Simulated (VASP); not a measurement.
# KF (P4/mmm) in VASP: a series of runs

The runs below take KF through single point, with PBE.

Program: VASP 6.6.1. These are calculated values, not measurements. Logs are shortened: lines on timing, memory, paths and dates and some standing lists are left out, and cuts for length are marked.

### 1 The cell of the first run

It takes space group P4/mmm (No. 123, tetragonal). Conventional cell: a = 3.259 Å, b = 3.259 Å, c = 3.194 Å, α = 90.00°, β = 90.00°, γ = 90.00°. K (site symmetry 4/mmm) has 8 F at 2.80 Å and 6 K at 3.19 to 3.26 Å within 3.7 Å. Within 3.7 Å of F (site symmetry 4/mmm) lie 8 K at 2.80 Å and 6 F at 3.19 to 3.26 Å.

### 2 Single point, PBE (strain -0.0200 x Voigt [1, 0, 0, 0, 0, 0])

The input, INCAR:

```
SYSTEM = KF
PREC = Accurate ; ENCUT = 520
EDIFF = 1E-7 ; ISMEAR = 0
SIGMA = 0.05 ; LREAL = .FALSE.
LASPH = .TRUE. ; NELM = 80
ALGO = Normal ; ISIF = 2
LWAVE = .FALSE. ; LCHARG = .FALSE.
GGA = PE ; NBANDS = 15
```

The input, KPOINTS:

```
regular mesh
0
G
  8 8 8
  0 0 0
```

The input, POSCAR:

```
KF
1.0
    3.1937759000      0.0000000000      0.0000000000
    0.0000000000      3.2589550000      0.0000000000
    0.0000000000      0.0000000000      3.2589550000
K F
1 1
Direct
    0.0000000000      0.0000000000      0.0000000000
    0.5000000000      0.5000000000      0.5000000000
```

Potentials or basis: VASP PAW PBE potentials, release 64 (K_sv, F).

Command:

```
$ cat potpaw_PBE.64/K_sv/POTCAR potpaw_PBE.64/F/POTCAR > POTCAR
$ mpirun -np 1 vasp_std > vasp.out
```

OUTCAR:

```text
SYSTEM = KF
   PREC = Accurate
   ENCUT = 520
   EDIFF = 1E-7
   ISMEAR = 0
   LREAL = .FALSE.
   LASPH = .TRUE.
   NELM = 80
   ISIF = 2
   GGA = PE

 ion  position               nearest neighbor table
   1  0.000  0.000  0.000-   2 2.80   2 2.80   2 2.80   2 2.80   2 2.80   2 2.80   2 2.80   2 2.80

   2  0.500  0.500  0.500-   1 2.80   1 2.80   1 2.80   1 2.80   1 2.80   1 2.80   1 2.80   1 2.80

  LATTYP: Found a simple tetragonal cell.
 ALAT       =     3.2589550000
 C/A-ratio  =     0.9800000000

  Lattice vectors:

 A1 = (   0.0000000000,   3.2589550000,   0.0000000000)
 A2 = (   0.0000000000,   0.0000000000,   3.2589550000)
 A3 = (   3.1937759000,   0.0000000000,   0.0000000000)

Analysis of symmetry for initial positions (statically):
=====================================================================
 Subroutine PRICEL returns:
 Original cell was already a primitive cell.

 Routine SETGRP: Setting up the symmetry group for a
 simple tetragonal supercell.

 Subroutine GETGRP returns: Found 16 space group operations
 (whereof 16 operations were pure point group operations)
 out of a pool of 16 trial point group operations.

The static configuration has the point symmetry D_4h.

Analysis of symmetry for dynamics (positions and initial velocities):
=====================================================================
 Subroutine PRICEL returns:
 Original cell was already a primitive cell.

 Routine SETGRP: Setting up the symmetry group for a
 simple tetragonal supercell.

 Subroutine GETGRP returns: Found 16 space group operations
 (whereof 16 operations were pure point group operations)
 out of a pool of 16 trial point group operations.

The dynamic configuration has the point symmetry D_4h.

 Subroutine INISYM returns: Found 16 space group operations
 (whereof 16 operations are pure point group operations),
 and found     1 'primitive' translations

----------------------------------------------------------------------------------------

                                     Primitive cell

  volume of cell :      33.9204

  direct lattice vectors                    reciprocal lattice vectors
     3.193775900  0.000000000  0.000000000     0.313109007  0.000000000  0.000000000
     0.000000000  3.258955000  0.000000000     0.000000000  0.306846827  0.000000000
     0.000000000  0.000000000  3.258955000     0.000000000  0.000000000  0.306846827

  length of vectors
     3.193775900  3.258955000  3.258955000     0.313109007  0.306846827  0.306846827

  position of ions in fractional coordinates (direct lattice)
     0.000000000  0.000000000  0.000000000
     0.500000000  0.500000000  0.500000000

  ion indices of the primitive-cell ions
   primitive index   ion index
[... 89 lines left out ...]
   ISMEAR =     0;   SIGMA  =   0.05  broadening in eV -4-tet -1-fermi 0-gaus
   EFERMI_NEDOS =   21; number of points for ismear=-14 and -15
   IALGO  =     38    algorithm
   IMIX   =      4    mixing-type and parameters
     AMIX     =   0.40;   BMIX     =  1.00
     AMIX_MAG =   1.60;   BMIX_MAG =  1.00
  volume/ion in A,a.u.               =      16.96       114.45
  Fermi-wavevector in a.u.,A,eV,Ry     =   1.274367  2.408204 22.096006  1.624011
  Thomas-Fermi vector in A             =   2.407139
   LORBIT       =      0    0 simple, 1 ext, 2 COOP (PROOUT), +10 PAW based schemes
   GGA     = PE    functional components
   LHFCALC =     F    Hartree Fock is set to
   AEXX    =    0.0000 exact exchange contribution
   IVDW    =     0    specifies the selected vdW correction
   LEPSILON=     F    determine dielectric tensor
   LRPA    =     F    only Hartree local field effects (RPA)
 non-spin polarized calculation
 Gauss-broadening in eV      SIGMA  =   0.05
  energy-cutoff  :      520.00
  volume of cell :       33.92
 maximum number of plane-waves:       928
 NGX is ok and might be reduce to    24
   NGX = 11   NGY = 13   NGZ = 13

 number of electron      15.9999992 magnetization

 Free energy of the ion-electron system (eV)
  ---------------------------------------------------
  ext. energy  EPLUGINS =         0.00000000
  ---------------------------------------------------
  free energy    TOTEN  =        -8.08864498 eV

  energy without entropy =       -8.08864498  energy(sigma->0) =       -8.08864498

 E-fermi :  -1.7216     XC(G=0):  -9.1224

 val. band max:       -1.9255241176   @ k =   0.0000   0.5000   0.5000
 cond. band min:       4.4225786774   @ k =   0.0000   0.0000   0.0000
 fundamental gap:      6.3481027950
 Fermi energy:        -1.7215686284

 k-point     1 :       0.0000    0.0000    0.0000
  band No.  band energies     occupation
      1     -28.9513      2.00000
      2     -20.8880      2.00000
      3     -11.9744      2.00000
      4     -11.9744      2.00000
      5     -11.9211      2.00000
      6      -2.0426      2.00000
      7      -2.0426      2.00000
      8      -1.9716      2.00000
      9       4.4226      0.00000
     10       6.3165      0.00000
     11       6.3629      0.00000
     12      11.8757      0.00000
     13      12.0154      0.00000
     14      12.0154      0.00000
[... 401 lines left out ...]
      2     -20.8126      2.00000
      3     -12.7090      2.00000
      4     -12.6909      2.00000
      5     -11.7783      2.00000
      6      -2.6645      2.00000
      7      -2.5388      2.00000
      8      -2.0191      2.00000
      9       6.7593      0.00000
     10       7.1640      0.00000
     11      10.0542      0.00000
     12      10.0900      0.00000
     13      11.0864      0.00000
     14      12.3098      0.00000
     15      14.2839      0.00000

 [... further k-points ...]

------------------------ aborting loop because EDIFF is reached ----------------------------------------

  FORCE on cell =-STRESS in cart. coord.  units (eV):
  Direction    XX          YY          ZZ          XY          YZ          ZX
  --------------------------------------------------------------------------------------
  -------------------------------------------------------------------------------------
  Total        0.3969051      0.0240009      0.0240009      0.0000000      0.0000000      0.0000000
  in kB       18.7471862      1.1336470      1.1336470      0.0000000      0.0000000      0.0000000
  external PRESSURE =       7.0048267 kB  Pullay stress =       0.0000000 kB

 VOLUME and BASIS-vectors are now :
 -----------------------------------------------------------------------------
  energy-cutoff  :      520.00
  volume of cell :       33.92
      direct lattice vectors                 reciprocal lattice vectors
     3.193775900  0.000000000  0.000000000     0.313109007  0.000000000  0.000000000
     0.000000000  3.258955000  0.000000000     0.000000000  0.306846827  0.000000000
     0.000000000  0.000000000  3.258955000     0.000000000  0.000000000  0.306846827

 POSITION                                       TOTAL-FORCE (eV/Angst)
 -----------------------------------------------------------------------------------
      0.00000      0.00000      0.00000         0.000000      0.000000      0.000000
      1.59689      1.62948      1.62948         0.000000      0.000000      0.000000
 -----------------------------------------------------------------------------------
    total drift:                                0.000000      0.000000     -0.000000

  FREE ENERGIE OF THE ION-ELECTRON SYSTEM (eV)
  ---------------------------------------------------
  free  energy   TOTEN  =        -8.0886449778 eV

  energy  without entropy=       -8.0886449778  energy(sigma->0) =       -8.08864498
```

It took 22 s on 1 thread of Intel Xeon 8259CL, shared host; peak memory 0.16 GiB.

Results:

* Free energy: -8.0886 eV
* Pressure: 0.7 GPa
* Band gap on the k mesh: 6.35 eV (least direct gap 6.39 eV)

Stress tensor (GPa, compression positive):
```
1.87 0.00 0.00
0.00 0.11 0.00
0.00 0.00 0.11
```

Caveat: the cell differs from its parent crystal (strain -0.0200 x Voigt [1, 0, 0, 0, 0, 0]).

### 3 Single point, PBE (strain -0.0100 x Voigt [1, 0, 0, 0, 0, 0])

The input, INCAR:

```
ALGO = Normal
EDIFF = 1E-7
ENCUT = 520
GGA = PE
ISIF = 2
ISMEAR = 0
LASPH = T
LCHARG = F
LREAL = F
LWAVE = F
NBANDS = 15
NELM = 60
PREC = Accurate
SIGMA = 0.05
```

The input, KPOINTS:

```
k-points
0
Gamma
  8 8 8
```

Changes to POSCAR since step 2:

```diff
@@ -2,3 +2,3 @@
 1.0
-    3.1937759000      0.0000000000      0.0000000000
+    3.2263654500      0.0000000000      0.0000000000
     0.0000000000      3.2589550000      0.0000000000
```

Potentials or basis: VASP PAW PBE potentials, release 64 (K_sv, F).

Command:

```
$ cat potpaw_PBE.64/K_sv/POTCAR potpaw_PBE.64/F/POTCAR > POTCAR
$ mpirun -np 1 vasp_std > vasp.out
```

Wall time 22 s (1 thread of Intel Xeon 8259CL, shared host); peak memory 0.16 GiB.

Results (log left out):

```
Free energy            : -8.0922 eV
Pressure               : 0.3 GPa
Band gap on the k mesh : 6.30 eV (least direct gap 6.35 eV)
```

Stress tensor (GPa, compression positive):
```
0.91 0.00 0.00
0.00 0.04 0.00
0.00 0.00 0.04
```

Levels at points of the mesh, in eV from the valence-band top:
```csv
k point,band 5,band 6,band 7,band 8,band 9,band 10,band 11,band 12
"(0.00, 0.00, 0.00)",-10.02,-0.08,-0.08,-0.05,6.30,8.27,8.29,13.81
"(0.50, 0.00, 0.00)",-9.93,-1.26,-0.20,-0.20,9.31,9.45,10.97,12.37
"(0.00, 0.50, 0.00)",-9.92,-1.25,-0.20,-0.16,9.26,9.37,10.92,12.44
"(0.50, 0.50, 0.00)",-9.85,-0.65,-0.63,-0.03,8.44,9.00,11.80,11.88
"(0.00, 0.50, 0.50)",-9.84,-0.64,-0.64,0.00,8.52,8.95,11.95,11.95
"(0.50, 0.50, 0.50)",-10.61,-1.07,-1.07,-1.07,10.41,10.41,10.52,15.27
```

Caveat: the cell differs from its parent crystal (strain -0.0100 x Voigt [1, 0, 0, 0, 0, 0]).
